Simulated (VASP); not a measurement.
# SiC (R3m) in VASP: further runs

The runs below take SiC through single point, with PBEsol.

All numbers are computed with VASP 6.6.1; they aren't measurements. Logs are shortened: lines on timing, memory, paths and dates and some standing lists are left out, and cuts for length are marked.

## Step 1: The cell of the first run

It takes space group R3m (No. 160, trigonal). The conventional cell has a = 3.192 Å, b = 3.192 Å, c = 7.663 Å, α = 90.00°, β = 90.00°, γ = 120.00°. Within 2.5 Å of Si (site symmetry 3m) lie 4 C at 1.92 to 1.95 Å. C (site symmetry 3m) has 4 Si at 1.92 to 1.95 Å within 2.5 Å.

## Step 2: Single point, PBEsol

The input, INCAR:

```
ALGO = Normal
EDIFF = 1E-7
ENCUT = 520
GGA = PS
ISIF = 2
ISMEAR = 0
LASPH = T
LCHARG = F
LREAL = F
LWAVE = F
NBANDS = 11
NELM = 100
PREC = Accurate
SIGMA = 0.05
```

The input, KPOINTS:

```
k-points
0
Gamma
  12 12 12
```

The input, POSCAR:

```
SiC
1.0
    0.0000000000      2.2568916689      2.2568916689
    2.2568916689      0.0000000000      2.2568916689
    2.2271006988      2.2271006988      0.0297909700
Si C
1 1
Direct
    0.0000000000      0.0000000000      0.0000000000
    0.7500000000      0.7500000000      0.7500000000
```

Potentials or basis: VASP PAW PBE potentials, release 64 (Si, C).

On the command line:

```bash
$ cat potpaw_PBE.64/Si/POTCAR potpaw_PBE.64/C/POTCAR > POTCAR
$ mpirun -np 1 vasp_std > vasp.out
```

OUTCAR:

```text
EDIFF = 1E-7
   ENCUT = 520
   GGA = PS
   ISIF = 2
   ISMEAR = 0
   LASPH = T
   LREAL = F
   NELM = 100
   PREC = Accurate

 ion  position               nearest neighbor table
   1  0.000  0.000  0.000-   2 1.92   2 1.95   2 1.95   2 1.95
   2  0.750  0.750  0.750-   1 1.92   1 1.95   1 1.95   1 1.95

  LATTYP: Found a trigonal (rhomboedric) cell.
 ALAT       =     3.1497369013
 COS(alpha) =     0.4865798967

  Lattice vectors:

 A1 = (   2.2271006988,  -0.0297909701,  -2.2271006989)
 A2 = (  -0.0297909701,   2.2271006988,  -2.2271006989)
 A3 = (   2.2271006988,   2.2271006988,   0.0297909700)

Analysis of symmetry for initial positions (statically):
=====================================================================
 Subroutine PRICEL returns:
 Original cell was already a primitive cell.

 Routine SETGRP: Setting up the symmetry group for a
 trigonal (rhombohedral) supercell.

 Subroutine GETGRP returns: Found  6 space group operations
 (whereof  6 operations were pure point group operations)
 out of a pool of 12 trial point group operations.

The static configuration has the point symmetry C_3v.

Analysis of symmetry for dynamics (positions and initial velocities):
=====================================================================
 Subroutine PRICEL returns:
 Original cell was already a primitive cell.

 Routine SETGRP: Setting up the symmetry group for a
 trigonal (rhombohedral) supercell.

 Subroutine GETGRP returns: Found  6 space group operations
 (whereof  6 operations were pure point group operations)
 out of a pool of 12 trial point group operations.

The dynamic configuration has the point symmetry C_3v.

 Subroutine INISYM returns: Found  6 space group operations
 (whereof  6 operations are pure point group operations),
 and found     1 'primitive' translations

----------------------------------------------------------------------------------------

                                     Primitive cell

  volume of cell :      22.5360

  direct lattice vectors                    reciprocal lattice vectors
     0.000000000  2.256891669  2.256891669    -0.223035366  0.220051918  0.223035366
     2.256891669  0.000000000  2.256891669     0.220051918 -0.223035366  0.223035366
     2.227100699  2.227100699  0.029790970     0.226018815  0.226018815 -0.226018815

  length of vectors
     3.191726807  3.191726807  3.149736901     0.384593806  0.384593806  0.391476070

  position of ions in fractional coordinates (direct lattice)
     0.000000000  0.000000000  0.000000000
     0.750000000  0.750000000  0.750000000

  ion indices of the primitive-cell ions
   primitive index   ion index
                 1           1
                 2           2

----------------------------------------------------------------------------------------

 KPOINTS: k-points

Automatic generation of k-mesh.
 Grid dimensions read from file:
 generate k-points for:   12   12   12

 Generating k-lattice:

  Cartesian coordinates                     Fractional coordinates (reciprocal lattice)
    -0.018586281  0.018337660  0.018586281     0.083333333  0.000000000 -0.000000000
     0.018337660 -0.018586281  0.018586281     0.000000000  0.083333333 -0.000000000
     0.018834901  0.018834901 -0.018834901     0.000000000  0.000000000  0.083333333

  Length of vectors
     0.032049484  0.032049484  0.032623006

  Shift w.r.t. Gamma in fractional coordinates (k-lattice)
     0.000000000  0.000000000  0.000000000

 Subroutine IBZKPT returns following result:
 ===========================================

 Found    189 irreducible k-points:

 Following reciprocal coordinates:
            Coordinates               Weight
  0.000000  0.000000  0.000000      1.000000
  0.083333  0.000000  0.000000      6.000000
  0.166667  0.000000  0.000000      6.000000
  0.250000  0.000000 -0.000000      6.000000
  0.333333  0.000000  0.000000      6.000000
  0.416667  0.000000 -0.000000      6.000000
[... 16 lines left out ...]
  0.500000  0.166667 -0.000000     12.000000
 -0.416667  0.166667 -0.000000     12.000000
 [... further k-points ...]
   k-points           NKPTS =    189   k-points in BZ     NKDIM =    189   number of bands    NBANDS=     11
   number of dos      NEDOS =    301   number of ions     NIONS =      2
   total plane-waves  NPLWV =  13824
   dimension x,y,z NGX =    24 NGY =   24 NGZ =   24
   dimension x,y,z NGXF=    48 NGYF=   48 NGZF=   48
   ions per type =               1   1
   NGX,Y,Z   is equivalent  to a cutoff of  12.50, 12.50, 12.67 a.u.
   NGXF,Y,Z  is equivalent  to a cutoff of  25.00, 25.00, 25.33 a.u.
 SYSTEM =  unknown system
   PREC   = accura    normal or accurate (medium, high low for compatibility)
   ISTART =      0    job   : 0-new  1-cont  2-samecut
   ICHARG =      2    charge: 1-file 2-atom 10-const
   ISPIN  =      1    spin polarized calculation?
   LNONCOLLINEAR =      F non collinear calculations
   LSORBIT =      F    spin-orbit coupling
   LASPH  =      T    aspherical Exc in radial PAW
   ENCUT  =  520.0 eV  38.22 Ry    6.18 a.u.   5.93  5.93  5.86*2*pi/ulx,y,z
   NELM   =    100;   NELMIN=  2; NELMDL= -5     # of ELM steps
   EDIFF  = 0.1E-06   stopping-criterion for ELM
   LREAL  =      F    real-space projection
   EDIFFG = 0.1E-05   stopping-criterion for IOM
   NSW    =      0    number of steps for IOM
   IBRION =     -1    ionic relax: 0-MD 1-quasi-New 2-CG
   NFREE  =      0    steps in history (QN), initial steepest desc. (CG)
   ISIF   =      2    stress and relaxation
   ISYM   =      2    0-nonsym 1-usesym 2-fastsym
   POTIM  = 0.5000    time-step for ionic-motion
   TEBEG  =    0.0;   TEEND  =   0.0 temperature during run
   PSTRESS=    0.0 pullay stress
   NELECT =       8.0000    total number of electrons
   NUPDOWN=      -1.0000    fix difference up-down
   EMIN   =  10.00;   EMAX   =-10.00  energy-range for DOS
   EFERMI =   0.00;   METHOD = LEGACY
   ISMEAR =     0;   SIGMA  =   0.05  broadening in eV -4-tet -1-fermi 0-gaus
   EFERMI_NEDOS =   21; number of points for ismear=-14 and -15
   IALGO  =     38    algorithm
   IMIX   =      4    mixing-type and parameters
     AMIX     =   0.40;   BMIX     =  1.00
     AMIX_MAG =   1.60;   BMIX_MAG =  1.00
  volume/ion in A,a.u.               =      11.27        76.04
  Fermi-wavevector in a.u.,A,eV,Ry     =   1.159167  2.190507 18.281704  1.343667
  Thomas-Fermi vector in A             =   2.295762
   LORBIT       =      0    0 simple, 1 ext, 2 COOP (PROOUT), +10 PAW based schemes
   GGA     = PS    functional components
   LHFCALC =     F    Hartree Fock is set to
   AEXX    =    0.0000 exact exchange contribution
   IVDW    =     0    specifies the selected vdW correction
   LEPSILON=     F    determine dielectric tensor
   LRPA    =     F    only Hartree local field effects (RPA)
 non-spin polarized calculation
 Gauss-broadening in eV      SIGMA  =   0.05
  energy-cutoff  :      520.00
  volume of cell :       22.54
 maximum number of plane-waves:       620
   NGX = 11   NGY = 11   NGZ = 11

 number of electron       7.9999999 magnetization

 Free energy of the ion-electron system (eV)
  ---------------------------------------------------
  ext. energy  EPLUGINS =         0.00000000
  ---------------------------------------------------
  free energy    TOTEN  =       -15.81049346 eV

  energy without entropy =      -15.81049346  energy(sigma->0) =      -15.81049346

 E-fermi :   7.4824     XC(G=0): -11.1410

 val. band max:        7.1843800204   @ k =   0.0000   0.0000   0.0000
 cond. band min:       8.4250144300   @ k =   0.5000   0.5000  -0.0000
 fundamental gap:      1.2406344096
 Fermi energy:         7.4823751736

 k-point     1 :       0.0000    0.0000    0.0000
  band No.  band energies     occupation
      1      -7.6435      2.00000
      2       7.0948      2.00000
      3       7.0948      2.00000
      4       7.1844      2.00000
      5      12.2657      0.00000
      6      13.6666      0.00000
      7      13.6666      0.00000
      8      14.1610      0.00000
      9      21.0999      0.00000
     10      21.0999      0.00000
     11      22.1127      0.00000

 k-point     2 :       0.0833    0.0000    0.0000
  band No.  band energies     occupation
      1      -7.5175      2.00000
      2       6.3616      2.00000
      3       7.0064      2.00000
      4       7.0822      2.00000
      5      12.6118      0.00000
      6      13.7874      0.00000
      7      13.8315      0.00000
      8      14.2848      0.00000
      9      20.3613      0.00000
     10      20.4481      0.00000
     11      22.4108      0.00000

 k-point     3 :       0.1667    0.0000    0.0000
  band No.  band energies     occupation
      1      -7.1435      2.00000
      2       4.7487      2.00000
      3       6.7883      2.00000
      4       6.8497      2.00000
      5      12.6729      0.00000
      6      14.1721      0.00000
      7      14.4179      0.00000
      8      14.7205      0.00000
      9      19.5677      0.00000
     10      19.7636      0.00000
     11      21.9394      0.00000

 k-point     4 :       0.2500    0.0000   -0.0000
  band No.  band energies     occupation
      1      -6.5367      2.00000
      2       2.9110      2.00000
      3       6.5332      2.00000
      4       6.5762      2.00000
      5      12.3717      0.00000
      6      14.3289      0.00000
      7      14.6230      0.00000
      8      15.6489      0.00000
      9      19.5909      0.00000
     10      19.8997      0.00000
     11      21.3802      0.00000
[... 239 lines left out ...]
 k-point    22 :       0.4167    0.1667    0.0000
  band No.  band energies     occupation
      1      -5.0179      2.00000
      2       0.8470      2.00000
      3       4.8770      2.00000
      4       5.4304      2.00000
      5      11.6355      0.00000
      6      14.3155      0.00000
      7      15.7086      0.00000
      8      15.9088      0.00000
      9      19.7641      0.00000
     10      23.5541      0.00000
     11      23.9903      0.00000

 k-point    23 :       0.5000    0.1667   -0.0000
  band No.  band energies     occupation
      1      -4.2347      2.00000
      2      -0.3534      2.00000
      3       4.4405      2.00000
      4       5.4972      2.00000
      5      11.6977      0.00000
      6      14.2495      0.00000
      7      15.5359      0.00000
      8      16.8049      0.00000
      9      20.2135      0.00000
     10      23.5381      0.00000
     11      24.2063      0.00000

 k-point    24 :      -0.4167    0.1667   -0.0000
  band No.  band energies     occupation
      1      -4.0928      2.00000
      2      -0.5442      2.00000
      3       4.1383      2.00000
      4       5.7119      2.00000
      5      11.9716      0.00000
      6      14.1759      0.00000
      7      15.2645      0.00000
      8      17.3917      0.00000
      9      20.7670      0.00000
     10      21.8497      0.00000
     11      24.1522      0.00000

 [... further k-points ...]

------------------------ aborting loop because EDIFF is reached ----------------------------------------

  FORCE on cell =-STRESS in cart. coord.  units (eV):
  Direction    XX          YY          ZZ          XY          YZ          ZX
  --------------------------------------------------------------------------------------
  -------------------------------------------------------------------------------------
  Total       -2.2133032     -2.2133032     -2.2133032      0.4124121     -0.4124121     -0.4124121
  in kB     -157.3528636   -157.3528636   -157.3528636     29.3200772    -29.3200772    -29.3200772
  external PRESSURE =    -157.3528636 kB  Pullay stress =       0.0000000 kB

 VOLUME and BASIS-vectors are now :
 -----------------------------------------------------------------------------
  energy-cutoff  :      520.00
  volume of cell :       22.54
      direct lattice vectors                 reciprocal lattice vectors
     0.000000000  2.256891669  2.256891669    -0.223035366  0.220051918  0.223035366
     2.256891669  0.000000000  2.256891669     0.220051918 -0.223035366  0.223035366
     2.227100699  2.227100699  0.029790970     0.226018815  0.226018815 -0.226018815

 POSITION                                       TOTAL-FORCE (eV/Angst)
 -----------------------------------------------------------------------------------
      0.00000      0.00000      0.00000        -0.068721     -0.068721      0.068721
      3.36299      3.36299      3.40768         0.068721      0.068721     -0.068721
 -----------------------------------------------------------------------------------
    total drift:                                0.000051      0.000051     -0.000051

  FREE ENERGIE OF THE ION-ELECTRON SYSTEM (eV)
  ---------------------------------------------------
  free  energy   TOTEN  =       -15.8104934618 eV

  energy  without entropy=      -15.8104934618  energy(sigma->0) =      -15.81049346
```

Wall time 36 s (1 thread of Intel Xeon 8259CL, shared host); peak memory 0.16 GiB.

What came out:

* Free energy: -15.8105 eV
* Pressure: -15.7 GPa
* Largest force: 0.119 eV/Å
* Band gap on the k mesh: 1.24 eV, indirect (least direct gap 4.24 eV)

Forces in eV/Å, atoms in the order of the input:
```
Si  -0.069 -0.069  0.069
C    0.069  0.069 -0.069
```

Levels at points of the mesh, in eV from the valence-band top:
| k point | band 1 | band 2 | band 3 | band 4 | band 5 | band 6 | band 7 | band 8 |
| --- | --- | --- | --- | --- | --- | --- | --- | --- |
| (0.00, 0.00, 0.00) | -14.83 | -0.09 | -0.09 | 0.00 | 5.08 | 6.48 | 6.48 | 6.98 |
| (0.50, 0.00, 0.00) | -11.58 | -8.21 | -1.06 | -1.05 | 4.65 | 6.66 | 6.94 | 9.42 |
| (0.50, 0.50, 0.00) | -10.16 | -7.63 | -3.20 | -3.00 | 1.24 | 3.87 | 12.85 | 12.93 |
| (0.00, 0.00, 0.50) | -11.38 | -8.18 | -1.20 | -1.20 | 4.30 | 6.60 | 6.60 | 9.31 |

Caveat: the PAW data sets were made with another functional, which shifts forces and pressure a little. A k mesh can miss the band edges.

## Step 3: Single point, PBEsol

This run uses another cell than the first one, of 11.58 Å³/atom, 1.028 times its volume.

The input, INCAR:

```
SYSTEM = SiC
  ALGO = Normal
  EDIFF = 1E-6
  ENCUT = 520
  GGA = PS
  ISIF = 2
  ISMEAR = 0
  LASPH = .True.
  LCHARG = .False.
  LREAL = .False.
  LWAVE = .False.
  NBANDS = 11
  NELM = 60
  PREC = Accurate
  SIGMA = 0.05
```

The input, KPOINTS:

```
k-points
0
Gamma
  12 12 12
  0 0 0
```

The input, POSCAR:

```
SiC
1.0
    0.0000000000      2.2927071473      2.2927071473
    2.2927071473      0.0000000000      2.2927071473
    2.2326382200      2.2326382200      0.0600689273
Si C
1 1
Direct
    0.0000000000      0.0000000000      0.0000000000
    0.7500000000      0.7500000000      0.7500000000
```

Potentials or basis: VASP PAW PBE potentials, release 64 (Si, C).

On the command line:

```bash
$ cat potpaw_PBE.64/Si/POTCAR potpaw_PBE.64/C/POTCAR > POTCAR
$ mpirun -np 1 vasp_std > vasp.out
```

OUTCAR:

```text
SYSTEM = SiC
   EDIFF = 1E-6
   ENCUT = 520
   GGA = PS
   ISIF = 2
   ISMEAR = 0
   LASPH = .True.
   LREAL = .False.
   NELM = 60
   PREC = Accurate

 ion  position               nearest neighbor table
   1  0.000  0.000  0.000-   2 1.91   2 1.98   2 1.98   2 1.98
   2  0.750  0.750  0.750-   1 1.91   1 1.98   1 1.98   1 1.98

  LATTYP: Found a trigonal (rhomboedric) cell.
 ALAT       =     3.1579985939
 COS(alpha) =     0.4729239227

  Lattice vectors:

 A1 = (   2.2326382200,  -0.0600689273,  -2.2326382200)
 A2 = (  -0.0600689273,   2.2326382200,  -2.2326382200)
 A3 = (   2.2326382200,   2.2326382200,   0.0600689273)
[... 513 lines left out ...]
      8      16.8113      0.00000
      9      20.1060      0.00000
     10      21.4908      0.00000
     11      23.5639      0.00000

 [... further k-points ...]
[... 5 lines left out ...]
  --------------------------------------------------------------------------------------
  -------------------------------------------------------------------------------------
  Total       -2.8059783     -2.8059783     -2.8059783      0.7987436     -0.7987436     -0.7987436
  in kB     -194.1472996   -194.1472996   -194.1472996     55.2655427    -55.2655427    -55.2655427
  external PRESSURE =    -194.1472996 kB  Pullay stress =       0.0000000 kB

 VOLUME and BASIS-vectors are now :
 -----------------------------------------------------------------------------
  energy-cutoff  :      520.00
  volume of cell :       23.16
      direct lattice vectors                 reciprocal lattice vectors
     0.000000000  2.292707147  2.292707147    -0.221056556  0.215109049  0.221056556
     2.292707147  0.000000000  2.292707147     0.215109049 -0.221056556  0.221056556
     2.232638220  2.232638220  0.060068927     0.227004062  0.227004062 -0.227004062

 POSITION                                       TOTAL-FORCE (eV/Angst)
 -----------------------------------------------------------------------------------
      0.00000      0.00000      0.00000        -0.126713     -0.126713      0.126713
      3.39401      3.39401      3.48411         0.126713      0.126713     -0.126713
 -----------------------------------------------------------------------------------
    total drift:                                0.000019      0.000019     -0.000019

  FREE ENERGIE OF THE ION-ELECTRON SYSTEM (eV)
  ---------------------------------------------------
  free  energy   TOTEN  =       -15.7179366548 eV

  energy  without entropy=      -15.7179366548  energy(sigma->0) =      -15.71793665
```

Wall time 39 s (1 thread of Intel Xeon 8259CL, shared host); peak memory 0.17 GiB.

What came out:

| Quantity | Value |
| --- | --- |
| Free energy | -15.7179 eV |
| Pressure | -19.4 GPa |
| Largest force | 0.219 eV/Å |
| Band gap on the k mesh | 1.20 eV, indirect (least direct gap 4.09 eV) |

Forces on the atoms (eV/Å):
```
Si  -0.127 -0.127  0.127
C    0.127  0.127 -0.127
```

Stress tensor (GPa, compression positive):
```
-19.41   5.53  -5.53
  5.53 -19.41  -5.53
 -5.53  -5.53 -19.41
```

Levels at points of the mesh, in eV from the valence-band top:
| k point | band 2 | band 3 | band 4 | band 5 | band 6 | band 7 |
| --- | --- | --- | --- | --- | --- | --- |
| (0.00, 0.00, 0.00) | -0.15 | -0.15 | 0.00 | 4.61 | 6.14 | 6.14 |
| (0.50, 0.00, 0.00) | -8.12 | -1.06 | -1.05 | 4.44 | 6.43 | 6.99 |
| (0.50, 0.50, 0.00) | -7.59 | -3.27 | -2.89 | 1.20 | 3.77 | 12.35 |
| (0.00, 0.00, 0.50) | -8.06 | -1.33 | -1.33 | 3.78 | 6.31 | 6.31 |

Caveat: the PAW data sets were made with another functional, which shifts forces and pressure a little. As with any semilocal functional, this PBEsol gap is likely too small.

(Part 1 of 2 ends here.)
